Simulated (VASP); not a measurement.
# TePb (Pm-3m) in VASP: settings compared

TePb is run at these levels: PBE, r2SCAN; tasks: single point.

Everything below comes from runs of VASP 6.6.1. Logs are shortened: lines on timing, memory, paths and dates and some standing lists are left out, and cuts for length are marked.

### Step 1. The cell of the first run

It takes space group Pm-3m (No. 221, cubic). Conventional cell: a = 4.002 Å, b = 4.002 Å, c = 4.002 Å, α = 90.00°, β = 90.00°, γ = 90.00°. Within 4.6 Å of Te (site symmetry m-3m) lie 8 Pb at 3.47 Å and 6 Te at 4.00 Å. Within 4.6 Å of Pb (site symmetry m-3m) lie 8 Te at 3.47 Å and 6 Pb at 4.00 Å.

### Step 2. Single point, PBE

File INCAR:

```
SYSTEM = TePb
ALGO     = Normal         ! electronic algorithm
EDIFF    = 1E-6           ! SCF threshold, eV
ENCUT    = 520            ! plane-wave cutoff, eV
GGA      = PE             ! functional
ISIF     = 2              ! what is computed and relaxed
ISMEAR   = 0              ! smearing method
LASPH    = .TRUE.         ! aspherical terms in the spheres
LCHARG   = .FALSE.        ! write CHGCAR
LREAL    = .FALSE.        ! projectors in reciprocal space
LWAVE    = .FALSE.        ! write WAVECAR
NBANDS   = 17             ! bands
NELM     = 100            ! most SCF steps
PREC     = Accurate       ! precision mode
SIGMA    = 0.05           ! smearing width, eV
```

File KPOINTS:

```
k-points
0
G
  6 6 6
  0 0 0
```

File POSCAR:

```
TePb
1.0
    4.0022870000      0.0000000000      0.0000000000
    0.0000000000      4.0022870000      0.0000000000
    0.0000000000      0.0000000000      4.0022870000
Te Pb
1 1
Direct
    0.5000000000      0.5000000000      0.5000000000
    0.0000000000      0.0000000000      0.0000000000
```

Potentials or basis: VASP PAW PBE potentials, release 64 (Te, Pb_d).

Launch:

```console
cat potpaw_PBE.64/Te/POTCAR potpaw_PBE.64/Pb_d/POTCAR > POTCAR
mpirun -np 1 vasp_std > vasp.out
```

OUTCAR:

```text
SYSTEM = TePb
   EDIFF = 1E-6
   ENCUT = 520
   GGA = PE
   ISIF = 2
   ISMEAR = 0
   LASPH = .TRUE.
   LREAL = .FALSE.
   NELM = 100
   PREC = Accurate

 ion  position               nearest neighbor table
   1  0.500  0.500  0.500-   2 3.47   2 3.47   2 3.47   2 3.47   2 3.47   2 3.47   2 3.47   2 3.47

   2  0.000  0.000  0.000-   1 3.47   1 3.47   1 3.47   1 3.47   1 3.47   1 3.47   1 3.47   1 3.47

  LATTYP: Found a simple cubic cell.
 ALAT       =     4.0022870000

  Lattice vectors:

 A1 = (   4.0022870000,   0.0000000000,   0.0000000000)
 A2 = (   0.0000000000,   4.0022870000,   0.0000000000)
 A3 = (   0.0000000000,   0.0000000000,   4.0022870000)

Analysis of symmetry for initial positions (statically):
=====================================================================
 Subroutine PRICEL returns:
 Original cell was already a primitive cell.

 Routine SETGRP: Setting up the symmetry group for a
 simple cubic supercell.

 Subroutine GETGRP returns: Found 48 space group operations
 (whereof 48 operations were pure point group operations)
 out of a pool of 48 trial point group operations.

The static configuration has the point symmetry O_h .

Analysis of symmetry for dynamics (positions and initial velocities):
=====================================================================
 Subroutine PRICEL returns:
 Original cell was already a primitive cell.

 Routine SETGRP: Setting up the symmetry group for a
 simple cubic supercell.

 Subroutine GETGRP returns: Found 48 space group operations
 (whereof 48 operations were pure point group operations)
 out of a pool of 48 trial point group operations.

The dynamic configuration has the point symmetry O_h .

 Subroutine INISYM returns: Found 48 space group operations
 (whereof 48 operations are pure point group operations),
 and found     1 'primitive' translations

----------------------------------------------------------------------------------------

                                     Primitive cell

  volume of cell :      64.1098

  direct lattice vectors                    reciprocal lattice vectors
     4.002287000  0.000000000  0.000000000     0.249857144  0.000000000  0.000000000
     0.000000000  4.002287000  0.000000000     0.000000000  0.249857144  0.000000000
     0.000000000  0.000000000  4.002287000     0.000000000  0.000000000  0.249857144

  length of vectors
     4.002287000  4.002287000  4.002287000     0.249857144  0.249857144  0.249857144

[... 74 lines left out ...]
   NELM   =    100;   NELMIN=  2; NELMDL= -5     # of ELM steps
   EDIFF  = 0.1E-05   stopping-criterion for ELM
   LREAL  =      F    real-space projection
   EDIFFG = 0.1E-04   stopping-criterion for IOM
   NSW    =      0    number of steps for IOM
   IBRION =     -1    ionic relax: 0-MD 1-quasi-New 2-CG
   NFREE  =      0    steps in history (QN), initial steepest desc. (CG)
   ISIF   =      2    stress and relaxation
   ISYM   =      2    0-nonsym 1-usesym 2-fastsym
   POTIM  = 0.5000    time-step for ionic-motion
   TEBEG  =    0.0;   TEEND  =   0.0 temperature during run
   PSTRESS=    0.0 pullay stress
   NELECT =      20.0000    total number of electrons
   NUPDOWN=      -1.0000    fix difference up-down
   EMIN   =  10.00;   EMAX   =-10.00  energy-range for DOS
   EFERMI =   0.00;   METHOD = LEGACY
   ISMEAR =     0;   SIGMA  =   0.05  broadening in eV -4-tet -1-fermi 0-gaus
   EFERMI_NEDOS =   21; number of points for ismear=-14 and -15
   IALGO  =     38    algorithm
   IMIX   =      4    mixing-type and parameters
     AMIX     =   0.40;   BMIX     =  1.00
     AMIX_MAG =   1.60;   BMIX_MAG =  1.00
  volume/ion in A,a.u.               =      32.05       216.32
  Fermi-wavevector in a.u.,A,eV,Ry     =   1.110307  2.098177 16.773027  1.232783
  Thomas-Fermi vector in A             =   2.246857
   LORBIT       =      0    0 simple, 1 ext, 2 COOP (PROOUT), +10 PAW based schemes
   GGA     = PE    functional components
   LHFCALC =     F    Hartree Fock is set to
   AEXX    =    0.0000 exact exchange contribution
   IVDW    =     0    specifies the selected vdW correction
   LEPSILON=     F    determine dielectric tensor
   LRPA    =     F    only Hartree local field effects (RPA)
 non-spin polarized calculation
 Gauss-broadening in eV      SIGMA  =   0.05
  energy-cutoff  :      520.00
  volume of cell :       64.11
 maximum number of plane-waves:      1755
 NGX is ok and might be reduce to    30
   NGX = 15   NGY = 15   NGZ = 15

 number of electron      20.0000009 magnetization

 Free energy of the ion-electron system (eV)
  ---------------------------------------------------
  ext. energy  EPLUGINS =         0.00000000
  ---------------------------------------------------
  free energy    TOTEN  =        -7.07939562 eV

  energy without entropy =       -7.07842714  energy(sigma->0) =       -7.07891138

 E-fermi :   6.3759     XC(G=0):  -9.6863

 val. band max:        6.2919198820   @ k =   0.5000   0.1667   0.0000
 cond. band min:       6.3986344154   @ k =   0.1667   0.1667   0.1667
 fundamental gap:      0.1067145333
 Fermi energy:         6.3759253618

 k-point     1 :       0.0000    0.0000    0.0000
  band No.  band energies     occupation
      1     -10.7470      2.00000
      2     -10.7470      2.00000
      3     -10.6644      2.00000
      4     -10.6644      2.00000
      5     -10.6644      2.00000
      6      -5.7908      2.00000
[... 377 lines left out ...]
      4     -10.6346      2.00000
      5     -10.6346      2.00000
      6      -3.3674      2.00000
[... 9 lines left out ...]
     16      19.9268      0.00000
     17      21.2208      0.00000

------------------------ aborting loop because EDIFF is reached ----------------------------------------

  FORCE on cell =-STRESS in cart. coord.  units (eV):
  Direction    XX          YY          ZZ          XY          YZ          ZX
  --------------------------------------------------------------------------------------
  -------------------------------------------------------------------------------------
  Total       -0.1837660     -0.1837660     -0.1837660      0.0000000      0.0000000     -0.0000000
  in kB       -4.5925213     -4.5925213     -4.5925213      0.0000000      0.0000000     -0.0000000
  external PRESSURE =      -4.5925213 kB  Pullay stress =       0.0000000 kB

 VOLUME and BASIS-vectors are now :
 -----------------------------------------------------------------------------
  energy-cutoff  :      520.00
  volume of cell :       64.11
      direct lattice vectors                 reciprocal lattice vectors
     4.002287000  0.000000000  0.000000000     0.249857144  0.000000000  0.000000000
     0.000000000  4.002287000  0.000000000     0.000000000  0.249857144  0.000000000
     0.000000000  0.000000000  4.002287000     0.000000000  0.000000000  0.249857144

 POSITION                                       TOTAL-FORCE (eV/Angst)
 -----------------------------------------------------------------------------------
      2.00114      2.00114      2.00114         0.000000      0.000000      0.000000
      0.00000      0.00000      0.00000         0.000000      0.000000      0.000000
 -----------------------------------------------------------------------------------
    total drift:                                0.000000     -0.000000     -0.000000

  FREE ENERGIE OF THE ION-ELECTRON SYSTEM (eV)
  ---------------------------------------------------
  free  energy   TOTEN  =        -7.0793956248 eV

  energy  without entropy=       -7.0784271415  energy(sigma->0) =       -7.07891138
```

OSZICAR:

```text
N       E                     dE             d eps       ncg     rms          rms(c)
DAV:   1     0.153545031861E+03    0.15355E+03   -0.90585E+03   680   0.113E+03
DAV:   2     0.253724541819E+01   -0.15101E+03   -0.14596E+03   729   0.296E+02
DAV:   3    -0.700470879933E+01   -0.95420E+01   -0.93341E+01   901   0.808E+01
DAV:   4    -0.724938402218E+01   -0.24468E+00   -0.24455E+00   910   0.142E+01
DAV:   5    -0.725641619367E+01   -0.70322E-02   -0.70320E-02   955   0.209E+00    0.348E+00
DAV:   6    -0.707941524233E+01    0.17700E+00   -0.44751E-01   946   0.441E+00    0.218E+00
DAV:   7    -0.707925065031E+01    0.16459E-03   -0.39828E-02   836   0.967E-01    0.111E+00
DAV:   8    -0.707930078840E+01   -0.50138E-04   -0.32108E-03   768   0.566E-01    0.985E-02
DAV:   9    -0.707937394263E+01   -0.73154E-04   -0.11436E-04   985   0.713E-02    0.568E-02
DAV:  10    -0.707939584048E+01   -0.21898E-04   -0.33800E-05   840   0.458E-02    0.755E-03
DAV:  11    -0.707939562479E+01    0.21570E-06   -0.13011E-06   753   0.116E-02
   1 F= -.70793956E+01 E0= -.70789114E+01  d E =-.968483E-03
```

stdout:

```text
POSCAR found type information on POSCAR TePb
 POSCAR found :  2 types and       2 ions
 scaLAPACK will be used
 LDA part: xc-table for (Slater+PW92), standard interpolation
 POSCAR, INCAR and KPOINTS ok, starting setup
 FFT: planning ... GRIDC
 FFT: planning ... GRID_SOFT
 FFT: planning ... GRID
 WAVECAR not read
 entering main loop
```

It took 7.4 s on 1 thread of Intel Xeon 6975P-C (Granite Rapids), shared host; peak memory 0.17 GiB.

Results:

| Item | Value |
| --- | --- |
| Free energy | -7.0794 eV |
| Pressure | -0.5 GPa |
| Band gap on the k mesh | zero (band 10 reaches 6.58 eV, above the bottom of band 11 at 5.36 eV) |

Caveat: spin-orbit coupling is left out, which moves the levels of the heavy elements.

### Step 3. Single point, PBE

This run uses another cell than the first one, of 31.93 Å³/atom, 0.996 times its volume.

File INCAR:

```
SYSTEM = TePb
PREC = Accurate
ENCUT = 520
EDIFF = 1E-6
ISMEAR = 0
SIGMA = 0.05
LREAL = .False.
LASPH = .True.
NELM = 60
ALGO = Normal
ISIF = 2
LWAVE = .False.
LCHARG = .False.
GGA = PE
NBANDS = 17
```

File KPOINTS:

```
regular mesh
0
Gamma
  6 6 6
  0 0 0
```

File POSCAR:

```
TePb
1.0
    3.9969434863      0.0000000000      0.0000000000
    0.0000000000      3.9969434863      0.0000000000
    0.0000000000      0.0000000000      3.9969434863
Te Pb
1 1
Direct
    0.5000000000      0.5000000000      0.5000000000
    0.0000000000      0.0000000000      0.0000000000
```

Potentials or basis: VASP PAW PBE potentials, release 64 (Te, Pb_d).

Launch:

```console
cat potpaw_PBE.64/Te/POTCAR potpaw_PBE.64/Pb_d/POTCAR > POTCAR
mpirun -np 1 vasp_std > vasp.out
```

OUTCAR:

```text
SYSTEM = TePb
   PREC = Accurate
   ENCUT = 520
   EDIFF = 1E-6
   ISMEAR = 0
   LREAL = .False.
   LASPH = .True.
   NELM = 60
   ISIF = 2
   GGA = PE

 ion  position               nearest neighbor table
   1  0.500  0.500  0.500-   2 3.46   2 3.46   2 3.46   2 3.46   2 3.46   2 3.46   2 3.46   2 3.46

   2  0.000  0.000  0.000-   1 3.46   1 3.46   1 3.46   1 3.46   1 3.46   1 3.46   1 3.46   1 3.46

  LATTYP: Found a simple cubic cell.
 ALAT       =     3.9969434863

  Lattice vectors:

 A1 = (   3.9969434863,   0.0000000000,   0.0000000000)
[... 581 lines left out ...]

  FORCE on cell =-STRESS in cart. coord.  units (eV):
  Direction    XX          YY          ZZ          XY          YZ          ZX
  --------------------------------------------------------------------------------------
  -------------------------------------------------------------------------------------
  Total       -0.1159342     -0.1159342     -0.1159342      0.0000000      0.0000000     -0.0000000
  in kB       -2.9089625     -2.9089625     -2.9089625      0.0000000      0.0000000     -0.0000000
  external PRESSURE =      -2.9089625 kB  Pullay stress =       0.0000000 kB

 VOLUME and BASIS-vectors are now :
 -----------------------------------------------------------------------------
  energy-cutoff  :      520.00
  volume of cell :       63.85
      direct lattice vectors                 reciprocal lattice vectors
     3.996943486  0.000000000  0.000000000     0.250191178  0.000000000  0.000000000
     0.000000000  3.996943486  0.000000000     0.000000000  0.250191178  0.000000000
     0.000000000  0.000000000  3.996943486     0.000000000  0.000000000  0.250191178

 POSITION                                       TOTAL-FORCE (eV/Angst)
 -----------------------------------------------------------------------------------
      1.99847      1.99847      1.99847         0.000000      0.000000      0.000000
      0.00000      0.00000      0.00000         0.000000      0.000000      0.000000
 -----------------------------------------------------------------------------------
    total drift:                                0.000000     -0.000000     -0.000000

  FREE ENERGIE OF THE ION-ELECTRON SYSTEM (eV)
  ---------------------------------------------------
  free  energy   TOTEN  =        -7.0799494885 eV

  energy  without entropy=       -7.0790098062  energy(sigma->0) =       -7.07947965
```

Run time: 7.1 s. Hardware: 1 thread of Intel Xeon 6975P-C (Granite Rapids), shared host; peak memory 0.17 GiB.

Results:

```yaml
Free_energy: -7.0799 eV
Pressure: -0.3 GPa
Band_gap_on_the_k_mesh: zero (band 10 reaches 6.63 eV, above the bottom of band 11 at 5.39 eV)
```

Caveat: spin-orbit coupling is left out, which moves the levels of the heavy elements.

### Step 4. Single point, r2SCAN (volume scaled by 0.960)

File POSCAR:

```
TePb
1.0
    3.9376598571      0.0000000000      0.0000000000
    0.0000000000      3.9376598571      0.0000000000
    0.0000000000      0.0000000000      3.9376598571
Te Pb
1 1
Direct
    0.5000000000      0.5000000000      0.5000000000
    0.0000000000      0.0000000000      0.0000000000
```

File INCAR.step1:

```
SYSTEM = TePb
PREC = Accurate ; ENCUT = 520
ISMEAR = 0 ; SIGMA = 0.05
LREAL = .FALSE. ; LASPH = .TRUE.
NELM = 80 ; NBANDS = 17
GGA = PE ; ALGO = Normal
EDIFF = 1E-4 ; LWAVE = .TRUE.
LCHARG = .FALSE.
```

File INCAR.step2:

```
SYSTEM = TePb
PREC = Accurate ; ENCUT = 520
EDIFF = 1E-6 ; ISMEAR = 0
SIGMA = 0.05 ; LREAL = .FALSE.
LASPH = .TRUE. ; NELM = 80
ALGO = Normal ; ISIF = 2
LWAVE = .FALSE. ; LCHARG = .FALSE.
METAGGA = R2SCAN ; LMIXTAU = .TRUE.
NBANDS = 17 ; ISTART = 1
```

File KPOINTS:

```
Automatic mesh
0
G
  8 8 8
  0 0 0
```

Potentials or basis: VASP PAW PBE potentials, release 64 (Te, Pb_d).

Launch:

```console
cat potpaw_PBE.64/Te/POTCAR potpaw_PBE.64/Pb_d/POTCAR > POTCAR
cp INCAR.step1 INCAR
mpirun -np 1 vasp_std > vasp.out
cp INCAR.step2 INCAR
mpirun -np 1 vasp_std > vasp.out
```

OUTCAR:

```text
SYSTEM = TePb
   PREC = Accurate
   ENCUT = 520
   EDIFF = 1E-6
   ISMEAR = 0
   LREAL = .FALSE.
   LASPH = .TRUE.
   NELM = 80
   ISIF = 2
   METAGGA = R2SCAN
   ISTART = 1

 ion  position               nearest neighbor table
   1  0.500  0.500  0.500-   2 3.41   2 3.41   2 3.41   2 3.41   2 3.41   2 3.41   2 3.41   2 3.41

   2  0.000  0.000  0.000-   1 3.41   1 3.41   1 3.41   1 3.41   1 3.41   1 3.41   1 3.41   1 3.41

  LATTYP: Found a simple cubic cell.
 ALAT       =     3.9376598571

  Lattice vectors:
[... 670 lines left out ...]

  FORCE on cell =-STRESS in cart. coord.  units (eV):
  Direction    XX          YY          ZZ          XY          YZ          ZX
  --------------------------------------------------------------------------------------
  -------------------------------------------------------------------------------------
  Total        0.7602335      0.7602335      0.7602335     -0.0000000     -0.0000000      0.0000000
  in kB       19.9500046     19.9500046     19.9500046     -0.0000000     -0.0000000      0.0000000
  external PRESSURE =      19.9500046 kB  Pullay stress =       0.0000000 kB

 VOLUME and BASIS-vectors are now :
 -----------------------------------------------------------------------------
  energy-cutoff  :      520.00
  volume of cell :       61.05
      direct lattice vectors                 reciprocal lattice vectors
     3.937659857  0.000000000  0.000000000     0.253957944  0.000000000  0.000000000
     0.000000000  3.937659857  0.000000000     0.000000000  0.253957944  0.000000000
     0.000000000  0.000000000  3.937659857     0.000000000  0.000000000  0.253957944

 POSITION                                       TOTAL-FORCE (eV/Angst)
 -----------------------------------------------------------------------------------
      1.96883      1.96883      1.96883         0.000000      0.000000      0.000000
      0.00000      0.00000      0.00000         0.000000      0.000000      0.000000
 -----------------------------------------------------------------------------------
    total drift:                                0.000000     -0.000000     -0.000000

  FREE ENERGIE OF THE ION-ELECTRON SYSTEM (eV)
  ---------------------------------------------------
  free  energy   TOTEN  =       -82.1390992015 eV

  energy  without entropy=      -82.1367187629  energy(sigma->0) =      -82.13790898
```

OUTCAR.step1:

```text
SYSTEM = TePb
   PREC = Accurate
   ENCUT = 520
   ISMEAR = 0
   LREAL = .FALSE.
   LASPH = .TRUE.
[... 703 lines left out ...]
      1.96883      1.96883      1.96883         0.000000      0.000000      0.000000
      0.00000      0.00000      0.00000         0.000000      0.000000      0.000000
 -----------------------------------------------------------------------------------
    total drift:                                0.000000     -0.000000     -0.000000

  FREE ENERGIE OF THE ION-ELECTRON SYSTEM (eV)
  ---------------------------------------------------
  free  energy   TOTEN  =        -7.0455789482 eV

  energy  without entropy=       -7.0423791675  energy(sigma->0) =       -7.04397906
```

OSZICAR.step1:

```text
N       E                     dE             d eps       ncg     rms          rms(c)
DAV:   1     0.148836933938E+03    0.14884E+03   -0.94814E+03  1190   0.118E+03
DAV:   2     0.241246384829E+01   -0.14642E+03   -0.14236E+03  1268   0.299E+02
DAV:   3    -0.697671424608E+01   -0.93892E+01   -0.92192E+01  1547   0.802E+01
DAV:   4    -0.721066947563E+01   -0.23396E+00   -0.23307E+00  1602   0.136E+01
DAV:   5    -0.721788223562E+01   -0.72128E-02   -0.72125E-02  1667   0.213E+00    0.392E+00
DAV:   6    -0.704873513725E+01    0.16915E+00   -0.38314E-01  1686   0.434E+00    0.249E+00
DAV:   7    -0.704617490630E+01    0.25602E-02   -0.62292E-02  1508   0.118E+00    0.112E+00
DAV:   8    -0.704740313615E+01   -0.12282E-02   -0.18508E-02  1526   0.111E+00    0.198E-01
DAV:   9    -0.704585795512E+01    0.15452E-02   -0.11101E-02  1683   0.709E-01    0.811E-02
DAV:  10    -0.704556573396E+01    0.29222E-03   -0.92496E-04  1525   0.222E-01    0.321E-02
DAV:  11    -0.704557894824E+01   -0.13214E-04   -0.15551E-04  1088   0.737E-02
   1 F= -.70455789E+01 E0= -.70439791E+01  d E =-.319978E-02
```

Run time: 50 s. Hardware: 1 thread of Intel Xeon 6975P-C (Granite Rapids), shared host; peak memory 0.19 GiB.

What came out:

* Free energy: -82.1391 eV
* Pressure: 2.0 GPa
* Band gap on the k mesh: zero (band 10 reaches 7.05 eV, above the bottom of band 11 at 5.78 eV)

Caveat: the cell differs from its parent crystal (volume scaled by 0.960); the PAW data sets were made with another functional, which shifts forces and pressure a little; spin-orbit coupling is left out, which moves the levels of the heavy elements.

### Step 5. Summary

| level | cell | k mesh | gap on the mesh (eV) | pressure (GPa) |
| --- | --- | --- | --- | --- |
| PBE | a = 4.002 Å, 2 atoms | 6 × 6 × 6 | none | -0.5 |
| PBE | a = 3.997 Å, 2 atoms | 6 × 6 × 6 | none | -0.3 |
| r2SCAN | a = 3.938 Å, 2 atoms | 8 × 8 × 8 | none | 2.0 |

Alike in all rows: task single point; potentials or basis VASP PAW PBE potentials, release 64 (Te, Pb_d); no spin polarisation; cutoff (eV) 520; smearing gaussian 0.05 eV.

Caveats: spin-orbit coupling is left out, which moves the levels of the heavy elements; the PAW data sets were made with another functional, which shifts forces and pressure a little (some runs).

Absolute energies hang on the potentials; compare differences alone.
